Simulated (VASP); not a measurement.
A run of VASP 6.6.1 is set up as follows.

INCAR

```
SYSTEM = SnO
ALGO = Normal
EDIFF = 1E-6
ENCUT = 520
GGA = CA
ISIF = 2
ISMEAR = -1
LASPH = .True.
LCHARG = .False.
LREAL = .False.
LWAVE = .False.
NBANDS = 28
NELM = 80
PREC = Accurate
SIGMA = 0.05
```

KPOINTS

```
k-points
0
Gamma
  7 7 6
  0 0 0
```

File POSCAR:

```
SnO
1.0
    3.7669653825      0.0000000000      0.0000000000
    0.0000000000      3.7669653825      0.0000000000
    0.0000000000      0.0000000000      4.6594552273
Sn O
2 2
Direct
    0.5000000000      0.0000000000      0.7543158222
    0.0000000000      0.5000000000      0.2456841778
    0.0000000000      0.0000000000      0.0000000000
    0.5000000000      0.5000000000      0.0000000000
```

Potentials or basis: VASP PAW LDA potentials, release 64 (Sn_d, O).

Launch:

```console
$ cat potpaw_LDA.64/Sn_d/POTCAR potpaw_LDA.64/O/POTCAR > POTCAR
$ mpirun -np 1 vasp_std > vasp.out
```

Problem. Estimate the band gap on the k mesh.

Solution. 0.05 eV, indirect (least direct gap 1.86 eV).

Problem. What does it give for the pressure?

Solution. 0.3 GPa.

Forces in eV/Å, atoms in the order of the input:
```
Sn   0.000  0.000 -0.118
Sn   0.000  0.000  0.118
O    0.000  0.000  0.000
O    0.000  0.000  0.000
```

Caveat: spin-orbit coupling is left out, which moves the levels of the heavy elements. A k mesh can miss the band edges.
